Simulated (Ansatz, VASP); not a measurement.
**SnSe in VASP and in Ansatz**

```
Sn Se
1.0
     4.40689    0.00000    0.00000
     0.00000    4.40689    0.00000
     0.00000    0.00000   10.39562
Sn Se
2 2
Direct
  0.50000 0.00000 0.37139
  0.00000 0.50000 0.62861
  0.50000 0.00000 0.61509
  0.00000 0.50000 0.38491
```

Alike in both runs: task single point; functional r2SCAN; k mesh 8 × 8 × 4; occupations gaussian, width 0.05 eV; no spin polarisation.

|  | VASP | Ansatz |
| --- | --- | --- |
| version | VASP 6.6.1 | Ansatz 0.2.0 |
| potentials or method | VASP PAW PBE potentials, release 64 (Sn_d, Se), cutoff 520 eV | scalar-relativistic, plane waves, PAW |
| valence electrons in the cell | 40 | 60 |

Ansatz gave:

- gap on the k mesh at the Fermi level (eV): 1.47
- least direct gap on the mesh (eV): 1.47
- rms of the force components (eV/Å): 0.542

Which values does VASP return?

gap on the k mesh at the Fermi level (eV): 1.46; least direct gap on the mesh (eV): 1.46; rms of the force components (eV/Å): 0.552.

VASP's potentials were made for PBE, not for r2SCAN. Atom by atom the forces differ by 0.010 eV/Å (rms over components). VASP's potentials hold 40 valence electrons a cell and Ansatz's 60, so a difference there can come from the potentials and not from the codes.
